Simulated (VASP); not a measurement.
Wanted: the native input for a VASP 6.6.1 run.

- Task: single point
- Functional: PBE
- Potentials or basis: VASP PAW PBE potentials, release 64 (K_sv, F)
- Cutoff: 520 eV
- k mesh: 5 × 5 × 2
- Occupations: gaussian, width 0.15 eV
- Spin: no spin polarisation
- Dipole correction: no
- Further INCAR settings: ALGO = Normal; EDIFF = 1e-06; NBANDS = 24

The structure of KF lies in POSCAR:

```
KF
1.0
    3.7218345853      0.0000000032      0.0000000000
   -1.8609172954      3.2232032980      0.0000000000
    0.0000000000      0.0000000000      6.6287637221
K F
2 2
Direct
    0.0000000000      0.0000000000      0.5000000000
    0.0000000000      0.0000000000      0.0000000000
    0.6666666667      0.3333333333      0.7500000000
    0.3333333333      0.6666666667      0.2500000000
```

The cell was built from a structure type or drawn by symmetry, and may not be a known phase.

The input as run:

INCAR

```
PREC     = Accurate       # precision mode
ENCUT    = 520            # plane-wave cutoff, eV
EDIFF    = 1E-6           # SCF threshold, eV
ISMEAR   = 0              # smearing method
SIGMA    = 0.15           # smearing width, eV
LREAL    = F              # projectors in reciprocal space
LASPH    = T              # aspherical terms in the spheres
NELM     = 100            # most SCF steps
ALGO     = Normal         # electronic algorithm
ISIF     = 2              # what is computed and relaxed
LWAVE    = F              # write WAVECAR
LCHARG   = F              # write CHGCAR
GGA      = PE             # functional
NBANDS   = 24             # bands
```

KPOINTS

```
regular mesh
0
Gamma
  5 5 2
```

Potentials or basis: VASP PAW PBE potentials, release 64 (K_sv, F).

The run is started by

```console
$ cat potpaw_PBE.64/K_sv/POTCAR potpaw_PBE.64/F/POTCAR > POTCAR
$ mpirun -np 1 vasp_std > vasp.out
```

Results of the run:

The pressure is 0.1 GPa. The band gap on the k mesh is 5.89 eV.

Caveat: the k points lie up to 0.47 Å⁻¹ apart.

It took 12 s on 1 thread of AMD EPYC 9R45 96-Core Processor (Zen 5), with other jobs on the host, peak memory 0.16 GiB.
